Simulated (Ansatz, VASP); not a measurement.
# One calculation of SnS2, two programs

```xyz
3
Lattice="3.5898 0.0000 0.0000 -1.7949 3.1089 0.0000 0.0000 0.0000 5.7887" Properties=species:S:1:pos:R:3 pbc="T T T"
Sn    0.0000    0.0000    0.0000
S     0.0000    2.0726    1.4472
S     1.7949    1.0363    4.3415
```

Alike in both runs: task single point; functional LDA; k mesh 5 × 5 × 3; no spin polarisation.

|  | VASP | Ansatz |
| --- | --- | --- |
| version | VASP 6.6.1 | Ansatz 0.2.0 |
| potentials or method | VASP PAW LDA potentials, release 64 (Sn_d, S), cutoff 500 eV | plane waves, PAW |
| occupations | gaussian, width 0.01 eV | fixed |
| valence electrons in the cell | 26 | 26 |

```csv
,VASP,Ansatz,Ansatz less VASP
pressure (GPa),3.1,3.1,+0.01
"traceless stress, the component that is largest in VASP (GPa)",-0.48,-0.48,-0.001
```

LDA's correlation is that of Perdew and Zunger in VASP and of Perdew and Wang (1992) in Ansatz.
